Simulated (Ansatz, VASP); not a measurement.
Sn3H: VASP beside Ansatz

```xyz
4
Lattice="-2.5373 2.5373 3.5794 2.5373 -2.5373 3.5794 2.5373 2.5373 -3.5794" Properties=species:S:1:pos:R:3 pbc="T T T"
Sn    0.0000    0.0000    3.5794
Sn    2.5373    0.0000    1.7897
Sn    0.0000    2.5373    1.7897
H     0.0000    0.0000    0.0000
```

Alike in both runs: functional PBE; k mesh 14 × 14 × 14; occupations gaussian, width 0.1 eV; no spin polarisation.

Ansatz relaxed the structure, and its values are those at the end. VASP's run is a single point on that final structure, the one shown.

```csv
,VASP,Ansatz
version,VASP 6.6.1,Ansatz 0.2.0
potentials or method,"VASP PAW PBE potentials, release 64 (Sn_d, H), cutoff 520 eV","scalar-relativistic, plane waves, PAW"
valence electrons in the cell,43,43
```

```tsv
	VASP	Ansatz	Ansatz less VASP
gap on the k mesh at the Fermi level (eV)	none	none	-
pressure (GPa)	0.0	0.0	+0.05
```

A gap of «none» marks a metal or a gap that the smearing closes. With one functional, cell and mesh, what is left measures potentials, basis and numerics.
